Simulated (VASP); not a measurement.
# W (Pm-3m) in VASP: a series of runs

The runs below take W through relaxation of cell and atoms, with PBE.

All numbers are computed with VASP 6.6.1; they aren't measurements. Logs are shortened: lines on timing, memory, paths and dates and some standing lists are left out, and cuts for length are marked.

### 1 The cell of the first run

The structure is cubic, space group Pm-3m (No. 221). The conventional cell has a = 2.590 Å, b = 2.590 Å, c = 2.590 Å, α = 90.00°, β = 90.00°, γ = 90.00°. Within 3.4 Å of W (site symmetry m-3m) lie 6 W at 2.59 Å.

### 2 Relaxation of cell and atoms, PBE, target pressure 20 GPa, at which the enthalpy is minimised

INCAR reads:

```
SYSTEM = W
PREC     = Accurate       ! precision mode
ENCUT    = 600            ! plane-wave cutoff, eV
EDIFF    = 1E-6           ! SCF threshold, eV
ISMEAR   = -1             ! smearing method
SIGMA    = 0.05           ! smearing width, eV
LREAL    = .False.        ! projectors in reciprocal space
LASPH    = .True.         ! aspherical terms in the spheres
NELM     = 60             ! most SCF steps
ALGO     = Normal         ! electronic algorithm
ISIF     = 3              ! what is computed and relaxed
LWAVE    = .False.        ! write WAVECAR
LCHARG   = .False.        ! write CHGCAR
GGA      = PE             ! functional
IBRION   = 2              ! ionic algorithm
NSW      = 50             ! ionic steps
EDIFFG   = -0.01          ! ionic threshold
PSTRESS  = 200.0
```

KPOINTS reads:

```
regular mesh
0
Gamma
  9 9 9
  0 0 0
```

POSCAR reads:

```
W
1.0
    2.5900000000      0.0000000000      0.0000000000
    0.0000000000      2.5900000000      0.0000000000
    0.0000000000      0.0000000000      2.5900000000
W
1
Direct
    0.0000000000      0.0000000000      0.0000000000
```

Potentials or basis: VASP PAW PBE potentials, release 64 (W_sv).

Launch:

```console
$ cat potpaw_PBE.64/W_sv/POTCAR > POTCAR
$ mpirun -np 1 vasp_std > vasp.out
```

OUTCAR:

```text
SYSTEM = W
   PREC = Accurate
   ENCUT = 600
   EDIFF = 1E-6
   ISMEAR = -1
   LREAL = .False.
   LASPH = .True.
   NELM = 60
   ISIF = 3
   GGA = PE
   IBRION = 2
   NSW = 50
   EDIFFG = -0.01
   PSTRESS = 200.0

 ion  position               nearest neighbor table
   1  0.000  0.000  0.000-

  LATTYP: Found a simple cubic cell.
 ALAT       =     2.5900000000

  Lattice vectors:

 A1 = (   2.5900000000,   0.0000000000,   0.0000000000)
 A2 = (   0.0000000000,   2.5900000000,   0.0000000000)
 A3 = (   0.0000000000,   0.0000000000,   2.5900000000)

Analysis of symmetry for initial positions (statically):
=====================================================================
 Subroutine PRICEL returns:
 Original cell was already a primitive cell.

 Routine SETGRP: Setting up the symmetry group for a
 simple cubic supercell.

 Subroutine GETGRP returns: Found 48 space group operations
 (whereof 48 operations were pure point group operations)
 out of a pool of 48 trial point group operations.

The static configuration has the point symmetry O_h .

Analysis of symmetry for dynamics (positions and initial velocities):
=====================================================================
 Subroutine PRICEL returns:
 Original cell was already a primitive cell.

 Routine SETGRP: Setting up the symmetry group for a
 simple cubic supercell.

 Subroutine GETGRP returns: Found 48 space group operations
 (whereof 48 operations were pure point group operations)
 out of a pool of 48 trial point group operations.

The dynamic configuration has the point symmetry O_h .

 Subroutine INISYM returns: Found 48 space group operations
 (whereof 48 operations are pure point group operations),
 and found     1 'primitive' translations

----------------------------------------------------------------------------------------

                                     Primitive cell

  volume of cell :      17.3740

  direct lattice vectors                    reciprocal lattice vectors
     2.590000000  0.000000000  0.000000000     0.386100386  0.000000000  0.000000000
     0.000000000  2.590000000  0.000000000     0.000000000  0.386100386  0.000000000
     0.000000000  0.000000000  2.590000000     0.000000000  0.000000000  0.386100386

  length of vectors
[... 89 lines left out ...]
   TEBEG  =    0.0;   TEEND  =   0.0 temperature during run
   PSTRESS=  200.0 pullay stress
   NELECT =      14.0000    total number of electrons
   NUPDOWN=      -1.0000    fix difference up-down
   EMIN   =  10.00;   EMAX   =-10.00  energy-range for DOS
   EFERMI =   0.00;   METHOD = LEGACY
   ISMEAR =    -1;   SIGMA  =   0.05  broadening in eV -4-tet -1-fermi 0-gaus
   EFERMI_NEDOS =   21; number of points for ismear=-14 and -15
   IALGO  =     38    algorithm
   IMIX   =      4    mixing-type and parameters
     AMIX     =   0.40;   BMIX     =  1.00
     AMIX_MAG =   1.60;   BMIX_MAG =  1.00
  volume/ion in A,a.u.               =      17.37       117.25
  Fermi-wavevector in a.u.,A,eV,Ry     =   1.523413  2.878834 31.576239  2.320788
  Thomas-Fermi vector in A             =   2.631860
   LORBIT       =      0    0 simple, 1 ext, 2 COOP (PROOUT), +10 PAW based schemes
   GGA     = PE    functional components
   LHFCALC =     F    Hartree Fock is set to
   AEXX    =    0.0000 exact exchange contribution
   IVDW    =     0    specifies the selected vdW correction
   LEPSILON=     F    determine dielectric tensor
   LRPA    =     F    only Hartree local field effects (RPA)
 conjugate gradient relaxation of ions
 non-spin polarized calculation
  energy-cutoff  :      600.00
  volume of cell :       17.37
 maximum number of plane-waves:       588
 NGX is ok and might be reduce to    24
   NGX = 11   NGY = 11   NGZ = 11

--------------------------------------- Ionic step        1  -------------------------------------------

 number of electron      13.9999999 magnetization

 Free energy of the ion-electron system (eV)
  ---------------------------------------------------
  ext. energy  EPLUGINS =         0.00000000
  ---------------------------------------------------
  free energy    TOTEN  =       -11.44972700 eV

  energy without entropy =      -11.43656776  energy(sigma->0) =      -11.44314738

------------------------ aborting loop because EDIFF is reached ----------------------------------------

  FORCE on cell =-STRESS in cart. coord.  units (eV):
  Direction    XX          YY          ZZ          XY          YZ          ZX
  --------------------------------------------------------------------------------------
  -------------------------------------------------------------------------------------
  Total        1.5298263      1.5298263      1.5298263      0.0000000      0.0000000      0.0000000
  in kB      141.0760910    141.0760910    141.0760910      0.0000000      0.0000000      0.0000000
  external PRESSURE =     -58.9239090 kB  Pullay stress =     200.0000000 kB
[... 98 lines left out ...]
--------------------------------------- Ionic step        4  -------------------------------------------

 number of electron      14.0000002 magnetization

 Free energy of the ion-electron system (eV)
  ---------------------------------------------------
  ext. energy  EPLUGINS =         0.00000000
  ---------------------------------------------------
  free energy    TOTEN  =       -11.41053071 eV

  energy without entropy =      -11.39855741  energy(sigma->0) =      -11.40454406

 E-fermi :  10.4788     XC(G=0): -13.0949

 val. band max:       10.4648520699   @ k =   0.4444   0.3333   0.1111
 cond. band min:      10.4941730113   @ k =   0.4444   0.1111   0.1111
 fundamental gap:      0.0293209414
 Fermi energy:        10.4787630700

 k-point     1 :       0.0000    0.0000    0.0000
  band No.  band energies     occupation
      1     -63.6855      2.00000
      2     -27.1837      2.00000
      3     -27.1837      2.00000
      4     -27.1837      2.00000
      5       1.3997      2.00000
      6       5.6189      2.00000
      7       5.6189      2.00000
      8      15.5608      0.00000
      9      15.5608      0.00000
     10      15.5608      0.00000
     11      25.6597      0.00000
[... 309 lines left out ...]
 k-point    24 :       0.4444    0.3333    0.1111
  band No.  band energies     occupation
      1     -63.4497      2.00000
      2     -28.5400      2.00000
      3     -28.1797      2.00000
      4     -27.1224      2.00000
      5       5.2996      2.00000
      6       7.5940      2.00000
      7      10.4649      1.13822
      8      11.0332      0.00003
      9      13.3076      0.00000
     10      15.8090      0.00000
     11      20.6292      0.00000

 [... further k-points ...]
[... 5 lines left out ...]
  --------------------------------------------------------------------------------------
  -------------------------------------------------------------------------------------
  Total        2.1190203      2.1190203      2.1190203      0.0000000     -0.0000000      0.0000000
  in kB      199.6574865    199.6574865    199.6574865      0.0000000     -0.0000000      0.0000000
  external PRESSURE =      -0.3425135 kB  Pullay stress =     200.0000000 kB
[... 20 lines left out ...]
  energy  without entropy=      -11.3985574122  energy(sigma->0) =      -11.40454406

  enthalpy is  TOTEN    =        -9.2878751958 eV   P V=        2.1226555144

 reached required accuracy - stopping structural energy minimisation
```

Wall time 23 s (1 thread of Intel Xeon 8259CL, shared host); peak memory 0.16 GiB.

Results:

```
Free energy                                            : -11.4105 eV
Relaxed volume                                         : 17.00 Å³/atom
Relaxed cell                                           : a = 2.572 Å, b = 2.572 Å, c = 2.572 Å, α = 90.00°, β = 90.00°, γ = 90.00°
Space group after relaxing (to 0.05 Å)                 : Pm-3m (No. 221)
Energy change on relaxing (the enthalpy is what falls) : +39.2 meV/atom
Ionic steps                                            : 4
Pressure after relaxing                                : 20.0 GPa
Band gap on the k mesh                                 : zero (band 7 reaches 12.23 eV, above the bottom of band 8 at 9.86 eV)
```

Step by step:
| step | energy change (eV) | largest force (eV/Å) | pressure (GPa) | volume (Å³) |
| --- | --- | --- | --- | --- |
| 1 | 0.0000 | 0.0000 | 14.11 | 17.37 |
| 2 | 0.2719 | 0.0000 | 44.39 | 15.82 |
| 3 | 0.0381 | 0.0000 | 19.83 | 17.01 |
| 4 | 0.0392 | 0.0000 | 19.97 | 17.00 |

Final structure:
```yaml
crystal:
  lattice:
    - [2.57150, 0.00000, 0.00000]
    - [0.00000, 2.57150, 0.00000]
    - [0.00000, 0.00000, 2.57150]
  atoms:
    - { symbol: W, position: [0.00000, 0.00000, 0.00000] }
```

Caveat: the cell is relaxed towards a set pressure, so the enthalpy falls and the energy may rise; spin-orbit coupling is left out, which moves the levels of the heavy elements.

### 3 Relaxation of cell and atoms, PBE, target pressure 30 GPa, at which the enthalpy is minimised

INCAR reads:

```
PREC = Accurate
ENCUT = 600
EDIFF = 1E-6
ISMEAR = -1
SIGMA = 0.05
LREAL = False
LASPH = True
NELM = 60
ALGO = Normal
ISIF = 3
LWAVE = False
LCHARG = False
GGA = PE
IBRION = 2
NSW = 50
EDIFFG = -0.01
PSTRESS = 300.0
```

KPOINTS reads:

```
Automatic mesh
0
Gamma
  9 9 9
```

POSCAR is that of step 2.

Potentials or basis: VASP PAW PBE potentials, release 64 (W_sv).

Launch:

```console
$ cat potpaw_PBE.64/W_sv/POTCAR > POTCAR
$ mpirun -np 1 vasp_std > vasp.out
```

OUTCAR:

```text
PREC = Accurate
   ENCUT = 600
   EDIFF = 1E-6
   ISMEAR = -1
   LREAL = False
   LASPH = True
   NELM = 60
   ISIF = 3
   GGA = PE
   IBRION = 2
   NSW = 50
   EDIFFG = -0.01
   PSTRESS = 300.0

 ion  position               nearest neighbor table
   1  0.000  0.000  0.000-

  LATTYP: Found a simple cubic cell.
 ALAT       =     2.5900000000

  Lattice vectors:

 A1 = (   2.5900000000,   0.0000000000,   0.0000000000)
 A2 = (   0.0000000000,   2.5900000000,   0.0000000000)
 A3 = (   0.0000000000,   0.0000000000,   2.5900000000)

Analysis of symmetry for initial positions (statically):
=====================================================================
 Subroutine PRICEL returns:
 Original cell was already a primitive cell.

 Routine SETGRP: Setting up the symmetry group for a
 simple cubic supercell.

 Subroutine GETGRP returns: Found 48 space group operations
 (whereof 48 operations were pure point group operations)
 out of a pool of 48 trial point group operations.

The static configuration has the point symmetry O_h .

Analysis of symmetry for dynamics (positions and initial velocities):
=====================================================================
 Subroutine PRICEL returns:
 Original cell was already a primitive cell.

 Routine SETGRP: Setting up the symmetry group for a
 simple cubic supercell.

 Subroutine GETGRP returns: Found 48 space group operations
 (whereof 48 operations were pure point group operations)
 out of a pool of 48 trial point group operations.

The dynamic configuration has the point symmetry O_h .

 Subroutine INISYM returns: Found 48 space group operations
 (whereof 48 operations are pure point group operations),
 and found     1 'primitive' translations

[... 117 lines left out ...]
   GGA     = PE    functional components
   LHFCALC =     F    Hartree Fock is set to
   AEXX    =    0.0000 exact exchange contribution
   IVDW    =     0    specifies the selected vdW correction
   LEPSILON=     F    determine dielectric tensor
   LRPA    =     F    only Hartree local field effects (RPA)
 conjugate gradient relaxation of ions
 non-spin polarized calculation
  energy-cutoff  :      600.00
  volume of cell :       17.37
 maximum number of plane-waves:       588
 NGX is ok and might be reduce to    24
   NGX = 11   NGY = 11   NGZ = 11

--------------------------------------- Ionic step        1  -------------------------------------------

 number of electron      13.9999999 magnetization

 Free energy of the ion-electron system (eV)
  ---------------------------------------------------
  ext. energy  EPLUGINS =         0.00000000
  ---------------------------------------------------
  free energy    TOTEN  =       -11.44972700 eV

  energy without entropy =      -11.43656776  energy(sigma->0) =      -11.44314738

------------------------ aborting loop because EDIFF is reached ----------------------------------------

  FORCE on cell =-STRESS in cart. coord.  units (eV):
  Direction    XX          YY          ZZ          XY          YZ          ZX
  --------------------------------------------------------------------------------------
  -------------------------------------------------------------------------------------
  Total        1.5298263      1.5298263      1.5298263      0.0000000      0.0000000      0.0000000
  in kB      141.0760910    141.0760910    141.0760910      0.0000000      0.0000000      0.0000000
  external PRESSURE =    -158.9239090 kB  Pullay stress =     300.0000000 kB
[... 135 lines left out ...]
--------------------------------------- Ionic step        5  -------------------------------------------

 number of electron      14.0000002 magnetization

 Free energy of the ion-electron system (eV)
  ---------------------------------------------------
  ext. energy  EPLUGINS =         0.00000000
  ---------------------------------------------------
  free energy    TOTEN  =       -11.32592525 eV

  energy without entropy =      -11.31634292  energy(sigma->0) =      -11.32113408

 E-fermi :  10.9231     XC(G=0): -13.2767

 val. band max:       10.9123547873   @ k =   0.4444   0.1111   0.1111
 cond. band min:      11.0527052066   @ k =   0.4444   0.4444   0.2222
 fundamental gap:      0.1403504192
 Fermi energy:        10.9230873620

 k-point     1 :       0.0000    0.0000    0.0000
  band No.  band energies     occupation
      1     -63.2253      2.00000
      2     -26.6627      2.00000
      3     -26.6627      2.00000
      4     -26.6627      2.00000
      5       1.6845      2.00000
      6       5.8724      2.00000
      7       5.8724      2.00000
      8      16.2416      0.00000
      9      16.2416      0.00000
     10      16.2416      0.00000
     11      26.4146      0.00000
[... 309 lines left out ...]
 k-point    24 :       0.4444    0.3333    0.1111
  band No.  band energies     occupation
      1     -62.9567      2.00000
      2     -28.1538      2.00000
      3     -27.7582      2.00000
      4     -26.5938      2.00000
      5       5.5214      2.00000
      6       7.9944      2.00000
      7      10.8945      1.27802
      8      11.5206      0.00001
      9      13.9132      0.00000
     10      16.5080      0.00000
     11      21.4667      0.00000

 [... further k-points ...]
[... 5 lines left out ...]
  --------------------------------------------------------------------------------------
  -------------------------------------------------------------------------------------
  Total        3.0823680      3.0823680      3.0823680      0.0000000     -0.0000000      0.0000000
  in kB      300.0550276    300.0550276    300.0550276      0.0000000     -0.0000000      0.0000000
  external PRESSURE =       0.0550276 kB  Pullay stress =     300.0000000 kB
[... 20 lines left out ...]
  energy  without entropy=      -11.3163429225  energy(sigma->0) =      -11.32113408

  enthalpy is  TOTEN    =        -8.2441225109 eV   P V=        3.0818027359

 reached required accuracy - stopping structural energy minimisation
```

CONTCAR:

```text
W
   1.00000000000000
     2.5436931552121957    0.0000000000000000    0.0000000000000000
     0.0000000000000000    2.5436931552121957   -0.0000000000000000
     0.0000000000000000    0.0000000000000000    2.5436931552121962
  W
     1
Direct
     0.0000000000000000    0.0000000000000000    0.0000000000000000

  0.00000000E+00  0.00000000E+00  0.00000000E+00
```

Run time: 36 s. Hardware: 1 thread of Intel Xeon 8259CL, shared host; peak memory 0.15 GiB.

Results:

| Item | Value |
| --- | --- |
| Free energy | -11.3259 eV |
| Relaxed volume | 16.46 Å³/atom |
| Relaxed cell | a = 2.544 Å, b = 2.544 Å, c = 2.544 Å, α = 90.00°, β = 90.00°, γ = 90.00° |
| Space group after relaxing (to 0.05 Å) | Pm-3m (No. 221) |
| Energy change on relaxing (the enthalpy is what falls) | +123.8 meV/atom |
| Ionic steps | 5 |
| Pressure after relaxing | 30.0 GPa |
| Band gap on the k mesh | zero (band 7 reaches 12.74 eV, above the bottom of band 8 at 10.31 eV) |

The path:
```
step  energy change (eV)  largest force (eV/Å)  pressure (GPa)  volume (Å³)
   1              0.0000                0.0000           14.11        17.37
   2              1.5388                0.0000          134.40        13.39
   3              0.1076                0.0000           28.23        16.55
   4              0.1201                0.0000           29.60        16.48
   5              0.1238                0.0000           30.01        16.46
```

Final structure:
```xyz
1
Lattice="2.5437 0.0000 0.0000 0.0000 2.5437 0.0000 0.0000 0.0000 2.5437" Properties=species:S:1:pos:R:3 pbc="T T T"
W     0.0000    0.0000    0.0000
```

Caveat: the cell is relaxed towards a set pressure, so the enthalpy falls and the energy may rise; spin-orbit coupling is left out, which moves the levels of the heavy elements.
